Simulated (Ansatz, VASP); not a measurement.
# GaAs: VASP beside Ansatz

Contents of POSCAR:

```
GaAs
1.0
    0.0000000000      2.6855075000      2.7561787500
    2.6855075000      0.0000000000      2.7561787500
    2.6855075000      2.6855075000      0.0000000000
Ga As
1 1
Direct
    0.0000000000      0.0000000000      0.0000000000
    0.7500000000      0.7500000000      0.7500000000
```

INCAR.step1

```
SYSTEM = GaAs
ALGO = Normal
EDIFF = 1E-4
ENCUT = 520
GGA = PE
ISMEAR = 0
LASPH = .TRUE.
LCHARG = .FALSE.
LREAL = .FALSE.
LWAVE = .TRUE.
NBANDS = 16
NELM = 80
PREC = Accurate
SIGMA = 0.05
```

Contents of INCAR.step2:

```
SYSTEM = GaAs
ALGO = Normal
EDIFF = 1E-6
ENCUT = 520
ISIF = 2
ISMEAR = 0
ISTART = 1
LASPH = .TRUE.
LCHARG = .TRUE.
LELF = .TRUE.
LMIXTAU = .TRUE.
LREAL = .FALSE.
LVHAR = .TRUE.
LWAVE = .FALSE.
METAGGA = R2SCAN
NBANDS = 16
NELM = 80
PREC = Accurate
SIGMA = 0.05
```

File KPOINTS:

```
k-points
0
G
  8 8 8
  0 0 0
```

Input for Ansatz:

```yaml
crystal:
  lattice:
    - [0.0, 2.6855075, 2.75617875]
    - [2.6855075, 0.0, 2.75617875]
    - [2.6855075, 2.6855075, 0.0]
  atoms:
    - { symbol: Ga, position: [0.0, 0.0, 0.0] }
    - { symbol: As, position: [0.75, 0.75, 0.75] }
basis:
  ecutwfc: 500
kpoints:
  mp_grid: { grid: [8, 8, 8] }
hamiltonian:
  xc: r2scan
scf:
  occupations: { method: gaussian, width: 0.05 }
output:
  forces: true
  stress: true
  eigenvalues: true
```

Change from the starting cell: strain -0.050 along x and y, -0.025 along z, atoms carried along.

Alike in both runs: task single point; functional r2SCAN; k mesh 8 × 8 × 8; occupations gaussian, width 0.05 eV; no spin polarisation.

```csv
,VASP,Ansatz
version,VASP 6.6.1,Ansatz 0.2.0
potentials or method,"VASP PAW PBE potentials, release 64 (Ga_d, As), cutoff 520 eV","scalar-relativistic, plane waves, PAW"
valence electrons in the cell,18,28
```

Ansatz gave:

* gap on the k mesh at the Fermi level (eV): 1.38
* least direct gap on the mesh (eV): 2.02
* pressure (GPa): 13.2
* traceless stress, the component that is largest in VASP (GPa): -1.24

Q: What did VASP give for the same quantities?

A: gap on the k mesh at the Fermi level (eV): 1.37; least direct gap on the mesh (eV): 2.00; pressure (GPa): 13.4; traceless stress, the component that is largest in VASP (GPa): -1.23.

VASP's potentials were made for PBE, not for r2SCAN. VASP's potentials hold 18 valence electrons a cell and Ansatz's 28, so a difference there can come from the potentials and not from the codes.
